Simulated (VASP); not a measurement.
# Si2Sn (Fm-3m) in VASP: a series of runs

The runs below take Si2Sn through single point, relaxation of cell and atoms, with PBE.

Program: VASP 6.6.1. These are calculated values, not measurements. Logs are shortened: lines on timing, memory, paths and dates and some standing lists are left out, and cuts for length are marked.

## Step 1: The cell of the first run

It takes space group Fm-3m (No. 225, cubic). The conventional cell has a = 6.562 Å, b = 6.562 Å, c = 6.562 Å, α = 90.00°, β = 90.00°, γ = 90.00°. Si (site symmetry -43m) has 4 Sn at 2.84 Å and 6 Si at 3.28 Å within 3.7 Å. Within 3.7 Å of Sn (site symmetry m-3m) lie 8 Si at 2.84 Å.

## Step 2: Single point, PBE

INCAR reads:

```
  PREC = Accurate
  ENCUT = 520
  EDIFF = 1E-6
  ISMEAR = 0
  SIGMA = 0.1
  LREAL = F
  LASPH = T
  NELM = 80
  ALGO = Normal
  ISIF = 2
  LWAVE = F
  LCHARG = F
  GGA = PE
  NBANDS = 18
```

KPOINTS reads:

```
Automatic mesh
0
Gamma
  12 12 12
```

POSCAR reads:

```
Si2Sn
1.0
    0.0000000000      3.2812185972      3.2812185972
    3.2812185972      0.0000000000      3.2812185972
    3.2812185972      3.2812185972      0.0000000000
Si Sn
2 1
Direct
    0.2500000000      0.2500000000      0.2500000000
    0.7500000000      0.7500000000      0.7500000000
    0.0000000000      0.0000000000      0.0000000000
```

Potentials or basis: VASP PAW PBE potentials, release 64 (Si, Sn_d).

Started as:

```console
cat potpaw_PBE.64/Si/POTCAR potpaw_PBE.64/Sn_d/POTCAR > POTCAR
mpirun -np 1 vasp_std > vasp.out
```

OUTCAR:

```text
PREC = Accurate
   ENCUT = 520
   EDIFF = 1E-6
   ISMEAR = 0
   LREAL = F
   LASPH = T
   NELM = 80
   ISIF = 2
   GGA = PE

 ion  position               nearest neighbor table
   1  0.250  0.250  0.250-   3 2.84   3 2.84   3 2.84   3 2.84
   2  0.750  0.750  0.750-   3 2.84   3 2.84   3 2.84   3 2.84
   3  0.000  0.000  0.000-   2 2.84   2 2.84   2 2.84   1 2.84   2 2.84   1 2.84   1 2.84   1 2.84

  LATTYP: Found a face centered cubic cell.
 ALAT       =     6.5624371944

  Lattice vectors:

 A1 = (   0.0000000000,   3.2812185972,   3.2812185972)
 A2 = (   3.2812185972,   0.0000000000,   3.2812185972)
 A3 = (   3.2812185972,   3.2812185972,   0.0000000000)

Analysis of symmetry for initial positions (statically):
=====================================================================
 Subroutine PRICEL returns:
 Original cell was already a primitive cell.

 Routine SETGRP: Setting up the symmetry group for a
 face centered cubic supercell.

 Subroutine GETGRP returns: Found 48 space group operations
 (whereof 48 operations were pure point group operations)
 out of a pool of 48 trial point group operations.

The static configuration has the point symmetry O_h .

Analysis of symmetry for dynamics (positions and initial velocities):
=====================================================================
 Subroutine PRICEL returns:
 Original cell was already a primitive cell.

 Routine SETGRP: Setting up the symmetry group for a
 face centered cubic supercell.

 Subroutine GETGRP returns: Found 48 space group operations
 (whereof 48 operations were pure point group operations)
 out of a pool of 48 trial point group operations.

The dynamic configuration has the point symmetry O_h .

 Subroutine INISYM returns: Found 48 space group operations
 (whereof 48 operations are pure point group operations),
 and found     1 'primitive' translations

----------------------------------------------------------------------------------------

                                     Primitive cell

  volume of cell :      70.6538

  direct lattice vectors                    reciprocal lattice vectors
     0.000000000  3.281218597  3.281218597    -0.152382411  0.152382411  0.152382411
     3.281218597  0.000000000  3.281218597     0.152382411 -0.152382411  0.152382411
     3.281218597  3.281218597  0.000000000     0.152382411  0.152382411 -0.152382411

  length of vectors
     4.640343841  4.640343841  4.640343841     0.263934078  0.263934078  0.263934078

  position of ions in fractional coordinates (direct lattice)
     0.250000000  0.250000000  0.250000000
     0.750000000  0.750000000  0.750000000
     0.000000000  0.000000000  0.000000000

  ion indices of the primitive-cell ions
   primitive index   ion index
                 1           1
                 2           2
                 3           3

----------------------------------------------------------------------------------------

 KPOINTS: Automatic mesh

Automatic generation of k-mesh.
 Grid dimensions read from file:
 generate k-points for:   12   12   12

 Generating k-lattice:

  Cartesian coordinates                     Fractional coordinates (reciprocal lattice)
    -0.012698534  0.012698534  0.012698534     0.083333333  0.000000000  0.000000000
     0.012698534 -0.012698534  0.012698534     0.000000000  0.083333333  0.000000000
     0.012698534  0.012698534 -0.012698534     0.000000000  0.000000000  0.083333333

  Length of vectors
     0.021994506  0.021994506  0.021994506

  Shift w.r.t. Gamma in fractional coordinates (k-lattice)
     0.000000000  0.000000000  0.000000000

 Subroutine IBZKPT returns following result:
 ===========================================

 Found     72 irreducible k-points:

 Following reciprocal coordinates:
            Coordinates               Weight
  0.000000  0.000000  0.000000      1.000000
  0.083333  0.000000  0.000000      8.000000
  0.166667  0.000000  0.000000      8.000000
  0.250000  0.000000  0.000000      8.000000
  0.333333  0.000000  0.000000      8.000000
  0.416667  0.000000  0.000000      8.000000
[... 16 lines left out ...]
  0.500000  0.166667  0.000000     24.000000
 -0.416667  0.166667  0.000000     24.000000
 [... further k-points ...]
   k-points           NKPTS =     72   k-points in BZ     NKDIM =     72   number of bands    NBANDS=     18
   number of dos      NEDOS =    301   number of ions     NIONS =      3
   total plane-waves  NPLWV =  46656
   dimension x,y,z NGX =    36 NGY =   36 NGZ =   36
   dimension x,y,z NGXF=    72 NGYF=   72 NGZF=   72
   ions per type =               2   1
   NGX,Y,Z   is equivalent  to a cutoff of  12.90, 12.90, 12.90 a.u.
   NGXF,Y,Z  is equivalent  to a cutoff of  25.79, 25.79, 25.79 a.u.
 SYSTEM =  unknown system
   PREC   = accura    normal or accurate (medium, high low for compatibility)
   ISTART =      0    job   : 0-new  1-cont  2-samecut
   ICHARG =      2    charge: 1-file 2-atom 10-const
   ISPIN  =      1    spin polarized calculation?
   LNONCOLLINEAR =      F non collinear calculations
   LSORBIT =      F    spin-orbit coupling
   LASPH  =      T    aspherical Exc in radial PAW
   ENCUT  =  520.0 eV  38.22 Ry    6.18 a.u.   8.63  8.63  8.63*2*pi/ulx,y,z
   NELM   =     80;   NELMIN=  2; NELMDL= -5     # of ELM steps
   EDIFF  = 0.1E-05   stopping-criterion for ELM
   LREAL  =      F    real-space projection
   EDIFFG = 0.1E-04   stopping-criterion for IOM
   NSW    =      0    number of steps for IOM
   IBRION =     -1    ionic relax: 0-MD 1-quasi-New 2-CG
   NFREE  =      0    steps in history (QN), initial steepest desc. (CG)
   ISIF   =      2    stress and relaxation
   ISYM   =      2    0-nonsym 1-usesym 2-fastsym
   POTIM  = 0.5000    time-step for ionic-motion
   TEBEG  =    0.0;   TEEND  =   0.0 temperature during run
   PSTRESS=    0.0 pullay stress
   NELECT =      22.0000    total number of electrons
   NUPDOWN=      -1.0000    fix difference up-down
   EMIN   =  10.00;   EMAX   =-10.00  energy-range for DOS
   EFERMI =   0.00;   METHOD = LEGACY
   ISMEAR =     0;   SIGMA  =   0.10  broadening in eV -4-tet -1-fermi 0-gaus
   EFERMI_NEDOS =   21; number of points for ismear=-14 and -15
   IALGO  =     38    algorithm
   IMIX   =      4    mixing-type and parameters
     AMIX     =   0.40;   BMIX     =  1.00
     AMIX_MAG =   1.60;   BMIX_MAG =  1.00
  volume/ion in A,a.u.               =      23.55       158.93
  Fermi-wavevector in a.u.,A,eV,Ry     =   1.109611  2.096860 16.751976  1.231235
  Thomas-Fermi vector in A             =   2.246152
   LORBIT       =      0    0 simple, 1 ext, 2 COOP (PROOUT), +10 PAW based schemes
   GGA     = PE    functional components
   LHFCALC =     F    Hartree Fock is set to
   AEXX    =    0.0000 exact exchange contribution
   IVDW    =     0    specifies the selected vdW correction
   LEPSILON=     F    determine dielectric tensor
   LRPA    =     F    only Hartree local field effects (RPA)
 non-spin polarized calculation
 Gauss-broadening in eV      SIGMA  =   0.10
  energy-cutoff  :      520.00
  volume of cell :       70.65
 maximum number of plane-waves:      1932
   NGX = 17   NGY = 17   NGZ = 17

 number of electron      21.9999993 magnetization

 Free energy of the ion-electron system (eV)
  ---------------------------------------------------
  ext. energy  EPLUGINS =         0.00000000
  ---------------------------------------------------
  free energy    TOTEN  =       -12.44154636 eV

  energy without entropy =      -12.43173336  energy(sigma->0) =      -12.43663986

 E-fermi :   6.5017     XC(G=0):  -9.6579

 val. band max:        6.4954567459   @ k =   0.3333   0.1667   0.0833
 cond. band min:       6.5166712719   @ k =   0.1667   0.1667   0.0000
 fundamental gap:      0.0212145261
 Fermi energy:         6.5017159007

 k-point     1 :       0.0000    0.0000    0.0000
  band No.  band energies     occupation
      1     -15.0148      2.00000
      2     -15.0148      2.00000
      3     -15.0148      2.00000
      4     -14.9742      2.00000
      5     -14.9742      2.00000
      6      -5.1894      2.00000
[... 10 lines left out ...]
     17       9.4262      0.00000
     18      11.2740      0.00000

 k-point     2 :       0.0833    0.0000    0.0000
  band No.  band energies     occupation
      1     -15.0149      2.00000
      2     -15.0144      2.00000
      3     -15.0144      2.00000
      4     -14.9741      2.00000
      5     -14.9741      2.00000
      6      -5.1220      2.00000
[... 10 lines left out ...]
     17       9.3769      0.00000
     18      11.6808      0.00000

 k-point     3 :       0.1667    0.0000    0.0000
  band No.  band energies     occupation
      1     -15.0151      2.00000
      2     -15.0132      2.00000
      3     -15.0132      2.00000
      4     -14.9740      2.00000
      5     -14.9740      2.00000
      6      -4.9204      2.00000
[... 10 lines left out ...]
     17       9.5011      0.00000
     18      12.5925      0.00000

 k-point     4 :       0.2500    0.0000    0.0000
  band No.  band energies     occupation
      1     -15.0154      2.00000
      2     -15.0117      2.00000
      3     -15.0117      2.00000
      4     -14.9738      2.00000
      5     -14.9738      2.00000
      6      -4.5881      2.00000
[... 375 lines left out ...]
      4     -14.9749      2.00000
      5     -14.9721      2.00000
      6      -3.7252      2.00000
[... 10 lines left out ...]
     17      12.9016      0.00000
     18      13.4163      0.00000

 k-point    23 :       0.5000    0.1667    0.0000
  band No.  band energies     occupation
      1     -15.0157      2.00000
      2     -15.0096      2.00000
      3     -15.0073      2.00000
      4     -14.9744      2.00000
      5     -14.9723      2.00000
      6      -3.1994      2.00000
[... 10 lines left out ...]
     17      12.6066      0.00000
     18      14.0618      0.00000

 k-point    24 :      -0.4167    0.1667    0.0000
  band No.  band energies     occupation
      1     -15.0147      2.00000
      2     -15.0101      2.00000
      3     -15.0076      2.00000
      4     -14.9738      2.00000
      5     -14.9729      2.00000
      6      -3.0716      2.00000
[... 10 lines left out ...]
     17      13.0117      0.00000
     18      14.3573      0.00000

 [... further k-points ...]

------------------------ aborting loop because EDIFF is reached ----------------------------------------

  FORCE on cell =-STRESS in cart. coord.  units (eV):
  Direction    XX          YY          ZZ          XY          YZ          ZX
  --------------------------------------------------------------------------------------
  -------------------------------------------------------------------------------------
  Total       -0.0142673     -0.0142673     -0.0142673      0.0000000      0.0000000     -0.0000000
  in kB       -0.3235328     -0.3235328     -0.3235328      0.0000000      0.0000000     -0.0000000
  external PRESSURE =      -0.3235328 kB  Pullay stress =       0.0000000 kB

 VOLUME and BASIS-vectors are now :
 -----------------------------------------------------------------------------
  energy-cutoff  :      520.00
  volume of cell :       70.65
      direct lattice vectors                 reciprocal lattice vectors
     0.000000000  3.281218597  3.281218597    -0.152382411  0.152382411  0.152382411
     3.281218597  0.000000000  3.281218597     0.152382411 -0.152382411  0.152382411
     3.281218597  3.281218597  0.000000000     0.152382411  0.152382411 -0.152382411

 POSITION                                       TOTAL-FORCE (eV/Angst)
 -----------------------------------------------------------------------------------
      1.64061      1.64061      1.64061         0.000000      0.000000      0.000000
      4.92183      4.92183      4.92183        -0.000000     -0.000000     -0.000000
      0.00000      0.00000      0.00000        -0.000000      0.000000     -0.000000
 -----------------------------------------------------------------------------------
    total drift:                               -0.000000      0.000000      0.000000

  FREE ENERGIE OF THE ION-ELECTRON SYSTEM (eV)
  ---------------------------------------------------
  free  energy   TOTEN  =       -12.4415463630 eV

  energy  without entropy=      -12.4317333558  energy(sigma->0) =      -12.43663986
```

Wall time 46 s (1 thread of AMD EPYC 9R45 (Zen 5), shared host); peak memory 0.22 GiB.

Results:

```yaml
Free_energy: -12.4415 eV
Pressure: 0.0 GPa
Band_gap_on_the_k_mesh: zero (bands 11 and 12 overlap by 1.80 eV)
```

Levels at points of the mesh, in eV from the Fermi level:
| k point | band 9 | band 10 | band 11 | band 12 | band 13 | band 14 |
| --- | --- | --- | --- | --- | --- | --- |
| (0.00, 0.00, 0.00) | -1.31 | -1.31 | -0.90 | -0.83 | -0.83 | -0.83 |
| (0.50, 0.00, 0.00) | -2.57 | -2.57 | -0.60 | -0.60 | -0.32 | 4.09 |
| (0.50, 0.50, 0.00) | -4.20 | -4.20 | -0.94 | 3.37 | 3.37 | 4.37 |

Caveat: spin-orbit coupling is left out, which moves the levels of the heavy elements.

## Step 3: Relaxation of cell and atoms, PBE

This run uses another cell than the first one, of 23.73 Å³/atom.

INCAR reads:

```
PREC = Accurate
ENCUT = 600
EDIFF = 1E-7
ISMEAR = 0
SIGMA = 0.1
LREAL = False
LASPH = True
NELM = 60
ALGO = Normal
ISIF = 3
LWAVE = False
LCHARG = False
GGA = PE
IBRION = 2
NSW = 100
EDIFFG = -0.01
```

KPOINTS is that of step 2.

POSCAR reads:

```
Si2Sn
1.0
    0.0000000000      3.2896533668      3.2896533668
    3.2896533668      0.0000000000      3.2896533668
    3.2896533668      3.2896533668      0.0000000000
Si Sn
2 1
Direct
    0.2500000000      0.2500000000      0.2500000000
    0.7500000000      0.7500000000      0.7500000000
    0.0000000000      0.0000000000      0.0000000000
```

Potentials or basis: VASP PAW PBE potentials, release 64 (Si, Sn_d).

Started as:

```console
cat potpaw_PBE.64/Si/POTCAR potpaw_PBE.64/Sn_d/POTCAR > POTCAR
mpirun -np 1 vasp_std > vasp.out
```

Wall time 2.3 min (1 thread of AMD EPYC 9R45 (Zen 5), shared host); peak memory 0.27 GiB.

The run converged. Its results:

```
Free energy                           : -12.4417 eV
Relaxed volume                        : 23.53 Å³/atom
Relaxed cell                          : a = 4.639 Å, b = 4.639 Å, c = 4.639 Å, α = 60.00°, β = 60.00°, γ = 60.00°
Space group after relaxing (to 0.1 Å) : Fm-3m (No. 225)
Energy gained by relaxing             : 0.2 meV/atom
Ionic steps                           : 2
Pressure after relaxing               : 0.0 GPa
Band gap on the k mesh                : zero (bands 11 and 12 overlap by 1.80 eV)
```

The path:
```csv
step,energy change (eV),largest force (eV/Å),pressure (GPa),volume (Å³)
1,0.0000,0.0000,-0.41,71.20
2,-0.0007,0.0000,0.05,70.58
```

Final structure:
```xyz
3
Lattice="0.0000 3.2800 3.2800 3.2800 0.0000 3.2800 3.2800 3.2800 0.0000" Properties=species:S:1:pos:R:3 pbc="T T T"
Si    1.6400    1.6400    1.6400
Si    4.9200    4.9200    4.9200
Sn    3.2800    3.2800    0.0000
```

Levels at points of the mesh, in eV from the Fermi level:
```tsv
k point	band 7	band 8	band 9	band 10	band 11	band 12	band 13	band 14	band 15
(0.00, 0.00, 0.00)	-4.26	-1.31	-1.31	-1.31	-0.89	-0.83	-0.83	-0.83	2.92
(0.50, 0.00, 0.00)	-8.49	-3.93	-2.57	-2.57	-0.60	-0.60	-0.32	4.10	4.96
(0.50, 0.50, 0.00)	-8.34	-6.12	-4.20	-4.20	-0.94	3.37	3.37	4.38	5.34
```

Caveat: spin-orbit coupling is left out, which moves the levels of the heavy elements.

The gap in the log of VASP goes by the Fermi energy; the results here count the filled bands.